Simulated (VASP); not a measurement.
# BaTe (Fm-3m) in VASP: notebook

BaTe is run at these levels: PBEsol; tasks: elastic constants.

All numbers are computed with VASP 6.6.1; they aren't measurements. Logs are shortened: lines on timing, memory, paths and dates and some standing lists are left out, and cuts for length are marked.

**1. The cell of the first run**

Symmetry: Fm-3m, No. 225, cubic system. Conventional cell: a = 6.875 Å, b = 6.875 Å, c = 6.875 Å, α = 90.00°, β = 90.00°, γ = 90.00°. Ba (site symmetry m-3m) has 6 Te at 3.44 Å within 4.5 Å. Te (site symmetry m-3m) has 6 Ba at 3.44 Å within 4.5 Å.

**2. Elastic constants, PBEsol**

INCAR reads:

```
SYSTEM = BaTe
  PREC = Accurate
  ENCUT = 600
  EDIFF = 1E-8
  ISMEAR = 0
  SIGMA = 0.01
  LREAL = .FALSE.
  LASPH = .TRUE.
  NELM = 100
  ALGO = Normal
  ISIF = 3
  LWAVE = .FALSE.
  LCHARG = .TRUE.
  GGA = PS
  NBANDS = 15
  IBRION = 6
  NFREE = 2
  POTIM = 0.015
  NSW = 1
```

KPOINTS reads:

```
Automatic mesh
0
G
  6 6 6
  0 0 0
```

POSCAR reads:

```
BaTe
1.0
    0.0000000000      3.4374692132      3.4374692132
    3.4374692132      0.0000000000      3.4374692132
    3.4374692132      3.4374692132      0.0000000000
Ba Te
1 1
Direct
    0.0000000000      0.0000000000      0.0000000000
    0.5000000000      0.5000000000      0.5000000000
```

Potentials or basis: VASP PAW PBE potentials, release 64 (Ba_sv, Te).

On the command line:

```bash
$ cat potpaw_PBE.64/Ba_sv/POTCAR potpaw_PBE.64/Te/POTCAR > POTCAR
$ mpirun -np 1 vasp_std > vasp.out
```

OUTCAR:

```text
SYSTEM = BaTe
   PREC = Accurate
   ENCUT = 600
   EDIFF = 1E-8
   ISMEAR = 0
   LREAL = .FALSE.
   LASPH = .TRUE.
   NELM = 100
   ISIF = 3
   GGA = PS
   IBRION = 6
   NFREE = 2
   POTIM = 0.015
   NSW = 1

 ion  position               nearest neighbor table
   1  0.000  0.000  0.000-   2 3.44   2 3.44   2 3.44   2 3.44   2 3.44   2 3.44
   2  0.500  0.500  0.500-   1 3.44   1 3.44   1 3.44   1 3.44   1 3.44   1 3.44

  LATTYP: Found a face centered cubic cell.
 ALAT       =     6.8749384264

  Lattice vectors:

 A1 = (   0.0000000000,   3.4374692132,   3.4374692132)
 A2 = (   3.4374692132,   0.0000000000,   3.4374692132)
 A3 = (   3.4374692132,   3.4374692132,   0.0000000000)

Analysis of symmetry for initial positions (statically):
=====================================================================
 Subroutine PRICEL returns:
 Original cell was already a primitive cell.

 Routine SETGRP: Setting up the symmetry group for a
 face centered cubic supercell.

 Subroutine GETGRP returns: Found 48 space group operations
 (whereof 48 operations were pure point group operations)
 out of a pool of 48 trial point group operations.

The static configuration has the point symmetry O_h .

Analysis of symmetry for dynamics (positions and initial velocities):
=====================================================================
 Subroutine PRICEL returns:
 Original cell was already a primitive cell.

 Routine SETGRP: Setting up the symmetry group for a
 face centered cubic supercell.

 Subroutine GETGRP returns: Found 48 space group operations
 (whereof 48 operations were pure point group operations)
 out of a pool of 48 trial point group operations.

The dynamic configuration has the point symmetry O_h .

 Subroutine INISYM returns: Found 48 space group operations
 (whereof 48 operations are pure point group operations),
 and found     1 'primitive' translations

----------------------------------------------------------------------------------------

                                     Primitive cell

  volume of cell :      81.2356

  direct lattice vectors                    reciprocal lattice vectors
     0.000000000  3.437469213  3.437469213    -0.145455848  0.145455848  0.145455848
     3.437469213  0.000000000  3.437469213     0.145455848 -0.145455848  0.145455848
     3.437469213  3.437469213  0.000000000     0.145455848  0.145455848 -0.145455848

  length of vectors
     4.861315582  4.861315582  4.861315582     0.251936919  0.251936919  0.251936919

  position of ions in fractional coordinates (direct lattice)
     0.000000000  0.000000000  0.000000000
     0.500000000  0.500000000  0.500000000

  ion indices of the primitive-cell ions
   primitive index   ion index
                 1           1
                 2           2

----------------------------------------------------------------------------------------

 KPOINTS: Automatic mesh

Automatic generation of k-mesh.
 Grid dimensions read from file:
 generate k-points for:    6    6    6

 Generating k-lattice:

  Cartesian coordinates                     Fractional coordinates (reciprocal lattice)
    -0.024242641  0.024242641  0.024242641     0.166666667  0.000000000  0.000000000
     0.024242641 -0.024242641  0.024242641     0.000000000  0.166666667  0.000000000
     0.024242641  0.024242641 -0.024242641     0.000000000  0.000000000  0.166666667

  Length of vectors
     0.041989487  0.041989487  0.041989487

  Shift w.r.t. Gamma in fractional coordinates (k-lattice)
     0.000000000  0.000000000  0.000000000

 Subroutine IBZKPT returns following result:
 ===========================================

 Found     16 irreducible k-points:

 Following reciprocal coordinates:
            Coordinates               Weight
  0.000000  0.000000  0.000000      1.000000
  0.166667  0.000000  0.000000      8.000000
  0.333333  0.000000  0.000000      8.000000
  0.500000  0.000000  0.000000      4.000000
  0.166667  0.166667  0.000000      6.000000
  0.333333  0.166667  0.000000     24.000000
[... 50 lines left out ...]
  Fermi-wavevector in a.u.,A,eV,Ry     =   0.952502  1.799968 12.344029  0.907261
  Thomas-Fermi vector in A             =   2.081071
   LORBIT       =      0    0 simple, 1 ext, 2 COOP (PROOUT), +10 PAW based schemes
   GGA     = PS    functional components
   LHFCALC =     F    Hartree Fock is set to
   AEXX    =    0.0000 exact exchange contribution
   IVDW    =     0    specifies the selected vdW correction
   LEPSILON=     F    determine dielectric tensor
   LRPA    =     F    only Hartree local field effects (RPA)
 finite differences with symmetry
 non-spin polarized calculation
 Gauss-broadening in eV      SIGMA  =   0.01
  energy-cutoff  :      600.00
  volume of cell :       81.24
 maximum number of plane-waves:      2733
   NGX = 19   NGY = 19   NGZ = 19

--------------------------------------- Ionic step        1  -------------------------------------------

 number of electron      16.0000000 magnetization

 Free energy of the ion-electron system (eV)
  ---------------------------------------------------
  ext. energy  EPLUGINS =         0.00000000
  ---------------------------------------------------
  free energy    TOTEN  =        -9.17679194 eV

  energy without entropy =       -9.17679194  energy(sigma->0) =       -9.17679194

------------------------ aborting loop because EDIFF is reached ----------------------------------------

  FORCE on cell =-STRESS in cart. coord.  units (eV):
  Direction    XX          YY          ZZ          XY          YZ          ZX
  --------------------------------------------------------------------------------------
  -------------------------------------------------------------------------------------
  Total        0.7195159      0.7195159      0.7195159     -0.0000000      0.0000000     -0.0000000
  in kB       14.1907223     14.1907223     14.1907223     -0.0000000      0.0000000     -0.0000000
  external PRESSURE =      14.1907223 kB  Pullay stress =       0.0000000 kB
[... 89 lines left out ...]
  FREE ENERGIE OF THE ION-ELECTRON SYSTEM (eV)
  ---------------------------------------------------
  free  energy   TOTEN  =        -9.1602622678 eV

  energy  without entropy=       -9.1602622678  energy(sigma->0) =       -9.16026227

[... ionic steps 4 to 14 ...]

--------------------------------------- Ionic step       15  -------------------------------------------

 number of electron      16.0000000 magnetization

------------------------ aborting loop because EDIFF is reached ----------------------------------------
[... 67 lines left out ...]
--------------------------------------- Ionic step       17  -------------------------------------------

 number of electron      16.0000000 magnetization

 Free energy of the ion-electron system (eV)
  ---------------------------------------------------
  ext. energy  EPLUGINS =         0.00000000
  ---------------------------------------------------
  free energy    TOTEN  =        -9.17649796 eV

  energy without entropy =       -9.17649796  energy(sigma->0) =       -9.17649796

 E-fermi :   2.5871     XC(G=0):  -8.6293

 val. band max:        2.5059064280   @ k =   0.0000   0.0000   0.0000
 cond. band min:       3.8062958868   @ k =   0.0000   0.5000   0.5000
 fundamental gap:      1.3003894588
 Fermi energy:         2.5870980298

 k-point     1 :       0.0000    0.0000    0.0000
  band No.  band energies     occupation
      1     -24.3431      2.00000
      2      -9.4964      2.00000
      3      -9.4962      2.00000
      4      -9.4962      2.00000
      5      -7.1987      2.00000
      6       2.5059      2.00000
      7       2.5059      2.00000
      8       2.5059      2.00000
      9       5.3279      0.00000
     10       5.3283      0.00000
     11       5.3283      0.00000
     12       5.4731      0.00000
     13       6.0335      0.00000
     14       6.0343      0.00000
[... 401 lines left out ...]
      2      -9.8421      2.00000
      3      -9.6887      2.00000
      4      -9.5478      2.00000
      5      -6.5953      2.00000
      6       0.7794      2.00000
      7       1.4552      2.00000
      8       1.4782      2.00000
      9       5.6283      0.00000
     10       7.1276      0.00000
     11       7.3598      0.00000
     12       7.5713      0.00000
     13       9.0737      0.00000
     14       9.2976      0.00000
     15      10.7030      0.00000

 [... further k-points ...]

------------------------ aborting loop because EDIFF is reached ----------------------------------------

  FORCE on cell =-STRESS in cart. coord.  units (eV):
  Direction    XX          YY          ZZ          XY          YZ          ZX
  --------------------------------------------------------------------------------------
  -------------------------------------------------------------------------------------
  Total        0.7234594      0.7189203      0.7189203      0.0000000      0.0000000      0.0000000
  in kB       14.2684990     14.1789771     14.1789771      0.0000000      0.0000000      0.0000000
  external PRESSURE =      14.2088177 kB  Pullay stress =       0.0000000 kB
[... 17 lines left out ...]
  FREE ENERGIE OF THE ION-ELECTRON SYSTEM (eV)
  ---------------------------------------------------
  free  energy   TOTEN  =        -9.1764979603 eV

  energy  without entropy=       -9.1764979603  energy(sigma->0) =       -9.17649796

 INTERNAL STRAIN TENSORS FROM STRAINED CELLS
 ============================================

 INTERNAL STRAIN TENSOR FOR ION    1 for displacements in x,y,z  (eV/Angst):
          X           Y           Z          XY          YZ          ZX
  --------------------------------------------------------------------------------
  x     0.00000    -0.00000     0.00000    -0.00000    -0.00000     0.00000
  y    -0.00000     0.00000    -0.00000    -0.00000     0.00000     0.00000
  z    -0.00000     0.00000    -0.00000     0.00000     0.00000     0.00000

 INTERNAL STRAIN TENSORS FROM DISPLACED ATOMS
 ============================================

 INTERNAL STRAIN TENSOR FOR ION    1 for displacements in x,y,z  (eV/Angst):
          X           Y           Z          XY          YZ          ZX
  --------------------------------------------------------------------------------
  x     0.00000     0.00000     0.00000     0.00000     0.00000     0.00000
  y     0.00000     0.00000     0.00000     0.00000     0.00000     0.00000
  z     0.00000     0.00000     0.00000     0.00000     0.00000     0.00000

 INTERNAL STRAIN TENSOR FOR ION    2 for displacements in x,y,z  (eV/Angst):
          X           Y           Z          XY          YZ          ZX
  --------------------------------------------------------------------------------
  x     0.00000     0.00000     0.00000     0.00000     0.00000     0.00000
  y     0.00000     0.00000     0.00000     0.00000     0.00000     0.00000
  z     0.00000     0.00000     0.00000     0.00000     0.00000     0.00000

 Eigenvectors and eigenvalues of the dynamical matrix
 ----------------------------------------------------

   1 f  =    3.108388 THz    19.530580 2PiTHz  103.684674 cm-1    12.855255 meV
             X         Y         Z           dx          dy          dz
      0.000000  0.000000  0.000000    -0.000000    0.693764    0.000000
      3.437469  3.437469  3.437469     0.000000   -0.720203    0.000000
[... 21 lines left out ...]
   6 f/i=    0.001039 THz     0.006527 2PiTHz    0.034650 cm-1     0.004296 meV
             X         Y         Z           dx          dy          dz
      0.000000  0.000000  0.000000     0.510995    0.505062   -0.049885
      3.437469  3.437469  3.437469     0.492236    0.486521   -0.048054

--------------------------------------------------------------------------------------------------------

 ELASTIC MODULI CONTR FROM IONIC RELAXATION (kBar)
 Direction    XX          YY          ZZ          XY          YZ          ZX
 --------------------------------------------------------------------------------
 XX           0.0000      0.0000      0.0000      0.0000      0.0000      0.0000
 YY           0.0000      0.0000      0.0000      0.0000      0.0000      0.0000
 ZZ           0.0000      0.0000      0.0000      0.0000      0.0000      0.0000
 XY           0.0000      0.0000      0.0000      0.0000      0.0000      0.0000
 YZ           0.0000      0.0000      0.0000      0.0000      0.0000      0.0000
 ZX           0.0000      0.0000      0.0000      0.0000      0.0000      0.0000
 --------------------------------------------------------------------------------

 TOTAL ELASTIC MODULI (kBar)
 Direction    XX          YY          ZZ          XY          YZ          ZX
 --------------------------------------------------------------------------------
 XX         932.6473     82.9117     82.9117     -0.0000     -0.0000     -0.0000
 YY          82.9117    932.6473     82.9117      0.0000      0.0000      0.0000
 ZZ          82.9117     82.9117    932.6473     -0.0000     -0.0000      0.0000
 XY          -0.0000      0.0000     -0.0000    105.8850      0.0000      0.0000
 YZ          -0.0000      0.0000     -0.0000      0.0000    105.8850      0.0000
 ZX          -0.0000      0.0000      0.0000      0.0000      0.0000    105.8850
 --------------------------------------------------------------------------------
```

Run time: 15 min. Hardware: 1 thread of Oxide Virtual Turin-like, shared host; peak memory 0.33 GiB.

What came out:

| Item | Value |
| --- | --- |
| Elastic constants C11, C12, C44 | 93, 8, 11 GPa |
| Voigt bulk modulus | 37 GPa |
| Highest phonon frequency at Γ, LO-TO splitting left out | 104 cm⁻¹ |

Phonon frequencies in cm⁻¹ (negative: imaginary):
```
              q point        frequencies
(0.000, 0.000, 0.000)  0 0 0 104 104 104
```

Elastic tensor in Voigt notation (GPa, in the Cartesian axes of the cell as first typed):
```
93  8  8  0  0  0
 8 93  8  0  0  0
 8  8 93  0  0  0
 0  0  0 11  0  0
 0  0  0  0 11  0
 0  0  0  0  0 11
```

Clamped-ion elastic tensor (GPa):
```
93  8  8  0  0  0
 8 93  8  0  0  0
 8  8 93  0  0  0
 0  0  0 11  0  0
 0  0  0  0 11  0
 0  0  0  0  0 11
```

Caveat: the cell is under stress, which shifts elastic constants; the PAW data sets were made with another functional, which shifts forces and pressure a little; spin-orbit coupling is left out, which moves the levels of the heavy elements.

**3. Elastic constants, PBEsol**

This run uses another cell than the first one, of 41.83 Å³/atom.

INCAR reads:

```
SYSTEM = BaTe
PREC = Accurate
ENCUT = 600
EDIFF = 1E-8
ISMEAR = 0
SIGMA = 0.01
LREAL = .False.
LASPH = .True.
NELM = 100
ALGO = Normal
ISIF = 3
LWAVE = .False.
LCHARG = .True.
GGA = PS
NBANDS = 15
IBRION = 6
NFREE = 2
POTIM = 0.015
NSW = 1
```

KPOINTS reads:

```
Automatic mesh
0
Gamma
  6 6 6
  0 0 0
```

POSCAR reads:

```
BaTe
1.0
    0.0000000000      3.4713686740      3.4713686740
    3.4713686740      0.0000000000      3.4713686740
    3.4713686740      3.4713686740      0.0000000000
Ba Te
1 1
Direct
    0.0000000000      0.0000000000      0.0000000000
    0.5000000000      0.5000000000      0.5000000000
```

Potentials or basis: VASP PAW PBE potentials, release 64 (Ba_sv, Te).

On the command line:

```bash
$ cat potpaw_PBE.64/Ba_sv/POTCAR potpaw_PBE.64/Te/POTCAR > POTCAR
$ mpirun -np 1 vasp_std > vasp.out
```

Run time: 13 min. Hardware: 1 thread of Oxide Virtual Turin-like, shared host; peak memory 0.33 GiB.

Results (log left out):

* Elastic constants C11, C12, C44: 82, 9, 11 GPa
* Voigt bulk modulus: 33 GPa
* Highest phonon frequency at Γ, LO-TO splitting left out: 98 cm⁻¹

Phonon frequencies in cm⁻¹ (negative: imaginary):
| q point | frequencies |
| --- | --- |
| (0.000, 0.000, 0.000) | 0 0 0 98 98 98 |

Elastic tensor in Voigt notation (GPa, in the Cartesian axes of the cell as first typed):
```
82  9  9  0  0  0
 9 82  9  0  0  0
 9  9 82  0  0  0
 0  0  0 11  0  0
 0  0  0  0 11  0
 0  0  0  0  0 11
```

Clamped-ion elastic tensor (GPa):
```
82  9  9  0  0  0
 9 82  9  0  0  0
 9  9 82  0  0  0
 0  0  0 11  0  0
 0  0  0  0 11  0
 0  0  0  0  0 11
```

Caveat: the PAW data sets were made with another functional, which shifts forces and pressure a little; spin-orbit coupling is left out, which moves the levels of the heavy elements.
